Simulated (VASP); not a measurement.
The system is Cu.

```
Cu
1.0
     1.24236   -4.05437    0.00000
     1.24236    4.05437    0.00000
     0.00000    0.00000    2.52405
Cu
2
Direct
  0.86613 0.13387 0.75000
  0.13387 0.86613 0.25000
```

This cell differs from its parent crystal: volume scaled by 1.06.

Base run:

* Program: VASP 6.6.1
* Functional: LDA
* Potentials or basis: VASP PAW LDA potentials, release 64 (Cu)
* Cutoff: 520 eV
* k mesh: 11 × 11 × 11
* Occupations: fermi-dirac, width 0.05 eV
* Spin: no spin polarisation

Its results: band gap on the k mesh zero (band 11 reaches 10.15 eV, above the bottom of band 12 at 4.84 eV); pressure -13.4 GPa; largest force 0.104 eV/Å.

**Question.** The run is repeated on the same cell with these changes: functional from LDA to PBEsol; potentials or basis from VASP PAW LDA potentials, release 64 (Cu) to VASP PAW PBE potentials, release 64 (Cu). What comes out?

**Answer.** Band gap on the k mesh zero (band 11 reaches 10.21 eV, above the bottom of band 12 at 4.95 eV); pressure -8.1 GPa; largest force 0.069 eV/Å.

Caveats: the PAW data sets were made with another functional, which shifts forces and pressure a little (some runs).
